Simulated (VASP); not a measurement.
A run of VASP 6.6.1 is set up as follows.

File INCAR:

```
SYSTEM = WSe2
ALGO = Normal ; EDIFF = 1E-6
ENCUT = 520 ; GGA = PS
ISIF = 2 ; ISMEAR = 0
LASPH = .TRUE. ; LCHARG = .FALSE.
LREAL = .FALSE. ; LWAVE = .FALSE.
NBANDS = 49 ; NELM = 100
PREC = Accurate ; SIGMA = 0.05
```

File KPOINTS:

```
k-points
0
G
  12 12 1
  0 0 0
```

Contents of POSCAR:

```
WSe2
1.0
    3.1727757741      0.0000000000      0.0000000000
   -1.5863878870      2.7477044209      0.0000000000
    0.0000000000      0.0000000000     28.7469791530
W Se
3 6
Direct
    0.6666666667      0.3333333333      0.0000000000
    0.3333333333      0.6666666667      0.7734641576
    0.3333333333      0.6666666667      0.2265358424
    0.3333333333      0.6666666667      0.0573689705
    0.6666666667      0.3333333333      0.8308403050
    0.6666666667      0.3333333333      0.2838341585
    0.3333333333      0.6666666667      0.9426310295
    0.6666666667      0.3333333333      0.7161658415
    0.6666666667      0.3333333333      0.1691596950
```

Potentials or basis: VASP PAW PBE potentials, release 64 (W_sv, Se).

The run is started by

```sh
$ cat potpaw_PBE.64/W_sv/POTCAR potpaw_PBE.64/Se/POTCAR > POTCAR
$ mpirun -np 1 vasp_std > vasp.out
```

Q: Predict the band gap on the k mesh.

A: 1.30 eV (least direct gap 1.91 eV).

Q: Estimate the largest force.

A: 1.342 eV/Å.

Forces in eV/Å, atoms in the order of the input:
```
W    0.000  0.000  0.000
W    0.000  0.000 -0.003
W    0.000  0.000  0.003
Se   0.000  0.000  1.312
Se   0.000  0.000  1.315
Se   0.000  0.000  1.342
Se   0.000  0.000 -1.312
Se   0.000  0.000 -1.342
Se   0.000  0.000 -1.315
```

Caveat: the cell differs from its parent crystal (strain -0.030 along x and y, -0.015 along z); the PAW data sets were made with another functional, which shifts forces and pressure a little; spin-orbit coupling is left out, which moves the levels of the heavy elements.
